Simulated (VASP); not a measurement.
# CsSnBr3 (Pm-3m) in VASP: a series of runs, part 2 of 2

VASP 6.6.1. Earlier steps stand in the parts before.

### 3 Relaxation of cell and atoms, PBE+D3(BJ)

This run uses another cell than the first one, of 40.98 Å³/atom, 1.043 times its volume.

File INCAR:

```
PREC     = Accurate       # precision mode
ENCUT    = 500            # plane-wave cutoff, eV
EDIFF    = 1E-7           # SCF threshold, eV
ISMEAR   = 0              # smearing method
SIGMA    = 0.02           # smearing width, eV
LREAL    = F              # projectors in reciprocal space
LASPH    = T              # aspherical terms in the spheres
NELM     = 120            # most SCF steps
ALGO     = Normal         # electronic algorithm
ISIF     = 3              # what is computed and relaxed
LWAVE    = F              # write WAVECAR
LCHARG   = F              # write CHGCAR
GGA      = PE             # functional
IVDW     = 12             # dispersion correction
IBRION   = 2              # ionic algorithm
NSW      = 70             # ionic steps
EDIFFG   = -0.005         # ionic threshold
GGA_COMPAT= F            
NELMIN   = 4
```

File KPOINTS:

```
regular mesh
0
Gamma
  6 6 6
```

File POSCAR:

```
CsSnBr3
1.0
    5.8952860393      0.0000000000      0.0000000000
    0.0000000000      5.8952860393      0.0000000000
    0.0000000000      0.0000000000      5.8952860393
Cs Sn Br
1 1 3
Direct
    0.0000000000      0.0000000000      0.0000000000
    0.5000000000      0.5000000000      0.5000000000
    0.5000000000      0.0000000000      0.5000000000
    0.5000000000      0.5000000000      0.0000000000
    0.0000000000      0.5000000000      0.5000000000
```

Potentials or basis: VASP PAW PBE potentials, release 64 (Cs_sv, Sn_d, Br).

On the command line:

```sh
$ cat potpaw_PBE.64/Cs_sv/POTCAR potpaw_PBE.64/Sn_d/POTCAR potpaw_PBE.64/Br/POTCAR > POTCAR
$ mpirun -np 1 vasp_std > vasp.out
```

OUTCAR:

```text
PREC = Accurate
   ENCUT = 500
   EDIFF = 1E-7
   ISMEAR = 0
   LREAL = F
   LASPH = T
   NELM = 120
   ISIF = 3
   GGA = PE
   IVDW = 12
   IBRION = 2
   NSW = 70
   EDIFFG = -0.005
   NELMIN = 4
 IVDW          = 12

 ion  position               nearest neighbor table
   1  0.000  0.000  0.000-
   2  0.500  0.500  0.500-   3 2.95   4 2.95   5 2.95   4 2.95   3 2.95   5 2.95
   3  0.500  0.000  0.500-   2 2.95   2 2.95
   4  0.500  0.500  0.000-   2 2.95   2 2.95
   5  0.000  0.500  0.500-   2 2.95   2 2.95

  LATTYP: Found a simple cubic cell.
 ALAT       =     5.8952860393

  Lattice vectors:

 A1 = (   5.8952860393,   0.0000000000,   0.0000000000)
 A2 = (   0.0000000000,   5.8952860393,   0.0000000000)
 A3 = (   0.0000000000,   0.0000000000,   5.8952860393)

Analysis of symmetry for initial positions (statically):
=====================================================================
 Subroutine PRICEL returns:
 Original cell was already a primitive cell.

 Routine SETGRP: Setting up the symmetry group for a
 simple cubic supercell.

 Subroutine GETGRP returns: Found 48 space group operations
 (whereof 48 operations were pure point group operations)
 out of a pool of 48 trial point group operations.

The static configuration has the point symmetry O_h .

Analysis of symmetry for dynamics (positions and initial velocities):
=====================================================================
 Subroutine PRICEL returns:
 Original cell was already a primitive cell.

 Routine SETGRP: Setting up the symmetry group for a
 simple cubic supercell.

 Subroutine GETGRP returns: Found 48 space group operations
 (whereof 48 operations were pure point group operations)
 out of a pool of 48 trial point group operations.

The dynamic configuration has the point symmetry O_h .

 Subroutine INISYM returns: Found 48 space group operations
 (whereof 48 operations are pure point group operations),
 and found     1 'primitive' translations

----------------------------------------------------------------------------------------

[... 90 lines left out ...]
   LASPH  =      T    aspherical Exc in radial PAW
   ENCUT  =  500.0 eV  36.75 Ry    6.06 a.u.  10.75 10.75 10.75*2*pi/ulx,y,z
   NELM   =    120;   NELMIN=  4; NELMDL= -5     # of ELM steps
   EDIFF  = 0.1E-06   stopping-criterion for ELM
   LREAL  =      F    real-space projection
   EDIFFG = -.5E-02   stopping-criterion for IOM
   NSW    =     70    number of steps for IOM
   IBRION =      2    ionic relax: 0-MD 1-quasi-New 2-CG
   NFREE  =      1    steps in history (QN), initial steepest desc. (CG)
   ISIF   =      3    stress and relaxation
   ISYM   =      2    0-nonsym 1-usesym 2-fastsym
   POTIM  = 0.5000    time-step for ionic-motion
   TEBEG  =    0.0;   TEEND  =   0.0 temperature during run
   PSTRESS=    0.0 pullay stress
   NELECT =      44.0000    total number of electrons
   NUPDOWN=      -1.0000    fix difference up-down
   EMIN   =  10.00;   EMAX   =-10.00  energy-range for DOS
   EFERMI =   0.00;   METHOD = LEGACY
   ISMEAR =     0;   SIGMA  =   0.02  broadening in eV -4-tet -1-fermi 0-gaus
   EFERMI_NEDOS =   21; number of points for ismear=-14 and -15
   IALGO  =     38    algorithm
   IMIX   =      4    mixing-type and parameters
     AMIX     =   0.40;   BMIX     =  1.00
     AMIX_MAG =   1.60;   BMIX_MAG =  1.00
  volume/ion in A,a.u.               =      40.98       276.53
  Fermi-wavevector in a.u.,A,eV,Ry     =   0.980364  1.852620 13.076753  0.961114
  Thomas-Fermi vector in A             =   2.111289
   LORBIT       =      0    0 simple, 1 ext, 2 COOP (PROOUT), +10 PAW based schemes
   GGA     = PE    functional components
   LHFCALC =     F    Hartree Fock is set to
   AEXX    =    0.0000 exact exchange contribution
   IVDW    =    12    specifies the selected vdW correction
   LEPSILON=     F    determine dielectric tensor
   LRPA    =     F    only Hartree local field effects (RPA)
 conjugate gradient relaxation of ions
 non-spin polarized calculation
 Gauss-broadening in eV      SIGMA  =   0.02
  energy-cutoff  :      500.00
  volume of cell :      204.89
 maximum number of plane-waves:      5248
 NGX is ok and might be reduce to    48
   NGX = 21   NGY = 21   NGZ = 21

--------------------------------------- Ionic step        1  -------------------------------------------

 number of electron      43.9999993 magnetization

 Free energy of the ion-electron system (eV)
  ---------------------------------------------------
  ext. energy  EPLUGINS =         0.00000000
  ---------------------------------------------------
  free energy    TOTEN  =       -15.83555192 eV

  energy without entropy =      -15.83555192  energy(sigma->0) =      -15.83555192

------------------------ aborting loop because EDIFF is reached ----------------------------------------

 Edisp (eV)   -1.04502

 E8    (eV) :    -0.4923
[... 77 lines left out ...]
--------------------------------------- Ionic step        3  -------------------------------------------

 number of electron      44.0000012 magnetization

 Free energy of the ion-electron system (eV)
  ---------------------------------------------------
  ext. energy  EPLUGINS =         0.00000000
  ---------------------------------------------------
  free energy    TOTEN  =       -15.81445518 eV

  energy without entropy =      -15.81445518  energy(sigma->0) =      -15.81445518

 E-fermi :   2.4692     XC(G=0):  -7.7062

 val. band max:        2.3199047693   @ k =   0.5000   0.5000   0.5000
 cond. band min:       2.7632536367   @ k =   0.5000   0.5000   0.5000
 fundamental gap:      0.4433488674
 Fermi energy:         2.4692389593

 k-point     1 :       0.0000    0.0000    0.0000
  band No.  band energies     occupation
      1     -20.0185      2.00000
      2     -19.9290      2.00000
      3     -19.9290      2.00000
      4     -19.9000      2.00000
      5     -19.9000      2.00000
      6     -19.9000      2.00000
[... 605 lines left out ...]
  FREE ENERGIE OF THE ION-ELECTRON SYSTEM (eV)
  ---------------------------------------------------
  free  energy   TOTEN  =       -16.9015781553 eV

  energy  without entropy=      -16.9015781553  energy(sigma->0) =      -16.90157816

 reached required accuracy - stopping structural energy minimisation
```

CONTCAR:

```text
CsSnBr3
   1.00000000000000
     5.8172349922969167    0.0000000000000000    0.0000000000000000
     0.0000000000000000    5.8172349922969167    0.0000000000000000
    -0.0000000000000000   -0.0000000000000000    5.8172349922969167
  Cs              Sn              Br
     1     1     3
Direct
     0.0000000000000000    0.0000000000000000    0.0000000000000000
     0.5000000000000000    0.5000000000000000    0.5000000000000000
     0.5000000000000000    0.0000000000000000    0.5000000000000000
     0.5000000000000000    0.5000000000000000    0.0000000000000000
     0.0000000000000000    0.5000000000000000    0.5000000000000000

  0.00000000E+00  0.00000000E+00  0.00000000E+00
  0.00000000E+00  0.00000000E+00  0.00000000E+00
  0.00000000E+00  0.00000000E+00  0.00000000E+00
  0.00000000E+00  0.00000000E+00  0.00000000E+00
  0.00000000E+00  0.00000000E+00  0.00000000E+00
```

It took 2.4 min on 1 thread of Intel Xeon Platinum 8559C (Emerald Rapids), shared host; peak memory 0.4 GiB.

Results:

```yaml
Free_energy: -16.9016 eV
Relaxed_volume: 39.37 Å³/atom
Relaxed_cell: a = 5.817 Å, b = 5.817 Å, c = 5.817 Å, α = 90.00°, β = 90.00°, γ = 90.00°
Space_group_after_relaxing_to_0.05_Å: Pm-3m (No. 221)
Energy_gained_by_relaxing: 4.2 meV/atom
Ionic_steps: 3
Pressure_after_relaxing: 0.0 GPa
Band_gap_on_the_k_mesh: 0.44 eV, direct
Dispersion_energy_per_atom: -0.217 eV
```

Step by step:
```csv
step,energy change (eV),largest force (eV/Å),pressure (GPa),volume (Å³)
1,0.0000,0.0000,-0.80,204.89
2,-0.0195,0.0000,-0.23,198.89
3,-0.0210,0.0000,-0.01,196.86
```

Final structure:
```
Cs Sn Br
1.0
     5.81723    0.00000    0.00000
     0.00000    5.81723    0.00000
     0.00000    0.00000    5.81723
Cs Sn Br
1 1 3
Direct
  0.00000 0.00000 0.00000
  0.50000 0.50000 0.50000
  0.50000 0.00000 0.50000
  0.50000 0.50000 0.00000
  0.00000 0.50000 0.50000
```

Caveat: spin-orbit coupling is left out, which moves the levels of the heavy elements.
